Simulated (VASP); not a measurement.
Write the native input for VASP 6.6.1 that does the following.

```
Task                   : electric field gradients
Functional             : LDA
Potentials or basis    : VASP PAW LDA potentials, release 64 (Sn_d, Pt)
Cutoff                 : 520 eV
k mesh                 : 8 × 8 × 8
Occupations            : fermi-dirac, width 0.05 eV
Spin                   : no spin polarisation
Dipole correction      : no
Further INCAR settings : ALGO = Normal; EDIFF = 1e-08; NBANDS = 30
```

The structure of SnPt3 lies in POSCAR:

```
SnPt3
1.0
    4.0000000000      0.0000000000      0.0000000000
    0.0000000000      4.0000000000      0.0000000000
    0.0000000000      0.0000000000      4.0000000000
Sn Pt
1 3
Direct
    0.0000000000      0.0000000000      0.0000000000
    0.0000000000      0.5000000000      0.5000000000
    0.5000000000      0.0000000000      0.5000000000
    0.5000000000      0.5000000000      0.0000000000
```

These files were run (other wordings do the same):

INCAR

```
PREC = Accurate
ENCUT = 520
EDIFF = 1E-8
ISMEAR = -1
SIGMA = 0.05
LREAL = F
LASPH = T
NELM = 60
ALGO = Normal
ISIF = 2
LWAVE = F
LCHARG = F
GGA = CA
LEFG = T
NBANDS = 30
```

KPOINTS

```
regular mesh
0
Gamma
  8 8 8
```

Potentials or basis: VASP PAW LDA potentials, release 64 (Sn_d, Pt).

The run is started by

```sh
$ cat potpaw_LDA.64/Sn_d/POTCAR potpaw_LDA.64/Pt/POTCAR > POTCAR
$ mpirun -np 1 vasp_std > vasp.out
```

Results of the run:

The pressure is -2.9 GPa and the band gap on the k mesh is zero (band 22 reaches 11.95 eV, above the bottom of band 23 at 11.49 eV).

Caveat: without QUAD_EFG the Cq values of the log hold for a quadrupole moment of 1 mb, not for the nuclei; spin-orbit coupling is left out, which moves the levels of the heavy elements.

Wall time 22 s on 1 thread of Intel(R) Xeon(R) 6975P-C (Granite Rapids) (shared host), peak memory 0.18 GiB.
